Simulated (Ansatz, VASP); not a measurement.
# One calculation of Rh, two programs

```xyz
1
Lattice="0.0000 1.8979 1.8979 1.8979 0.0000 1.8979 1.8979 1.8979 0.0000" Properties=species:S:1:pos:R:3 pbc="T T T"
Rh    0.0000    0.0000    0.0000
```

Alike in both runs: task single point; functional PBE; k mesh 6 × 6 × 6; occupations gaussian, width 0.1 eV; no spin polarisation.

|  | VASP | Ansatz |
| --- | --- | --- |
| version | VASP 6.6.1 | Ansatz 0.2.0 |
| potentials or method | VASP PAW PBE potentials, release 64 (Rh_pv), cutoff 500 eV | scalar-relativistic, plane waves, PAW |
| valence electrons in the cell | 15 | 17 |

VASP gave:

| Item | Value |
| --- | --- |
| gap on the k mesh at the Fermi level (eV) | none |
| pressure (GPa) | 9.0 |

Question: Estimate Ansatz's values.

Answer: gap on the k mesh at the Fermi level (eV): none; pressure (GPa): 8.9.

A gap of «none» marks a metal or a gap that the smearing closes. VASP's potentials hold 15 valence electrons a cell and Ansatz's 17, so a difference there can come from the potentials and not from the codes.

The k mesh is coarse, so the values compare programs but aren't converged.
